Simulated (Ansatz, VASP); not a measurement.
# Two plane-wave programs on Zn

```
Zn
1.0
     0.00000    1.99063    1.99063
     1.99063    0.00000    1.99063
     1.99063    1.99063    0.00000
Zn
1
Cartesian
  0.0000 0.0000 0.0000
```

Alike in both runs: task single point; functional LDA; k mesh 12 × 12 × 12; occupations fermi-dirac, width 0.05 eV; no spin polarisation.

```csv
,VASP,Ansatz
version,VASP 6.6.1,Ansatz 0.2.0
potentials or method,"VASP PAW LDA potentials, release 64 (Zn)",Ansatz PAW
plane-wave cutoff (eV),520,420
valence electrons in the cell,12,12
```

Ansatz gave:

- gap on the k mesh at the Fermi level (eV): none
- pressure (GPa): -10.2

Problem. What did VASP give for the same quantities?

Solution. gap on the k mesh at the Fermi level (eV): none; pressure (GPa): -9.8.

LDA's correlation is that of Perdew and Zunger in VASP and of Perdew and Wang (1992) in Ansatz. A gap of «none» marks a metal or a gap that the smearing closes.
